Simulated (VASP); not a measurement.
Write the native input for VASP 6.6.1 that does the following.

```
Task                   : relaxation of cell and atoms
Functional             : PBE
Potentials or basis    : VASP PAW PBE potentials, release 64 (Al, B, N)
Cutoff                 : 600 eV
k mesh                 : 12 × 12 × 12
Occupations            : gaussian, width 0.1 eV
Spin                   : no spin polarisation
Dipole correction      : no
Further INCAR settings : ALGO = Normal; EDIFF = 1e-06; IBRION = 2; EDIFFG = -0.01; NSW = 100; ISIF = 3
```

The structure of Al3B2N lies in POSCAR:

```
Al3B2N
1.0
    2.7311336773      1.5768207638      2.4918987891
   -2.7311336773      1.5768207638      2.4918987891
    0.0000000000     -3.1536415276      2.4918987891
Al B N
3 2 1
Direct
    0.0000000000      0.5000000000      0.0000000000
    0.5000000000      0.0000000000      0.0000000000
    0.0000000000      0.0000000000      0.5000000000
    0.6095205079      0.6095205079      0.6095205079
    0.3904794921      0.3904794921      0.3904794921
    0.0000000000      0.0000000000      0.0000000000
```

The cell was built from a structure type or drawn by symmetry, and may not be a known phase.

These files were run (other wordings do the same):

INCAR

```
ALGO = Normal
EDIFF = 1E-6
EDIFFG = -0.01
ENCUT = 600
GGA = PE
IBRION = 2
ISIF = 3
ISMEAR = 0
LASPH = T
LCHARG = F
LREAL = F
LWAVE = F
NELM = 60
NSW = 100
PREC = Accurate
SIGMA = 0.1
```

KPOINTS

```
k-points
0
Gamma
  12 12 12
```

Potentials or basis: VASP PAW PBE potentials, release 64 (Al, B, N).

Run with:

```console
$ cat potpaw_PBE.64/Al/POTCAR potpaw_PBE.64/B/POTCAR potpaw_PBE.64/N/POTCAR > POTCAR
$ mpirun -np 1 vasp_std > vasp.out
```

Results of the run:

```json
{"Relaxed volume": "10.70 Å³/atom", "Relaxed cell": "a = 4.016 Å, b = 4.016 Å, c = 4.016 Å, α = 85.53°, β = 85.53°, γ = 85.53°", "Space group after relaxing (to 0.1 Å)": "R-3m (No. 166)", "Energy gained by relaxing": "0.1 meV/atom", "Ionic steps": "5", "Pressure after relaxing": "0.0 GPa", "Band gap on the k mesh": "zero (bands 10 and 11 overlap by 2.37 eV)"}
```

Wall time 8.2 min on 1 thread of Intel Xeon 8259CL (shared host), peak memory 0.34 GiB.
